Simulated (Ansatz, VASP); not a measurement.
One calculation of Ag, two programs

```
Ag
1.0
     5.14829    0.00000    0.00000
     0.00000    5.14829    0.00000
     0.00000    0.00000    5.14829
Ag
8
Direct
  0.00000 0.00000 0.00000
  0.50000 0.50000 0.50000
  0.25000 0.00000 0.50000
  0.75000 0.00000 0.50000
  0.50000 0.25000 0.00000
  0.50000 0.75000 0.00000
  0.00000 0.50000 0.25000
  0.00000 0.50000 0.75000
```

Alike in both runs: task relaxation of cell and atoms; functional revPBE; k mesh 5 × 5 × 5; occupations fermi-dirac, width 0.1 eV; no spin polarisation.

|  | VASP | Ansatz |
| --- | --- | --- |
| version | VASP 6.6.1 | Ansatz 0.2.0 |
| potentials or method | VASP PAW PBE potentials, release 64 (Ag), cutoff 600 eV | plane waves (420 eV) with PAW, scalar-relativistic |
| valence electrons in the cell | 88 | 152 |

Ansatz gave:

```
relaxed volume (Å³/atom)                                        : 19.04
relaxed length of the cell vector where the two differ most in proportion (Å) : 5.341
```

Task: What did VASP give for the same quantities?

Result: Relaxed volume (Å³/atom): 19.00; relaxed length of the cell vector where the two differ most in proportion (Å): 5.337.

VASP's potentials were made for PBE, not for revPBE. VASP's potentials hold 88 valence electrons a cell and Ansatz's 152, so a difference there can come from the potentials and not from the codes.
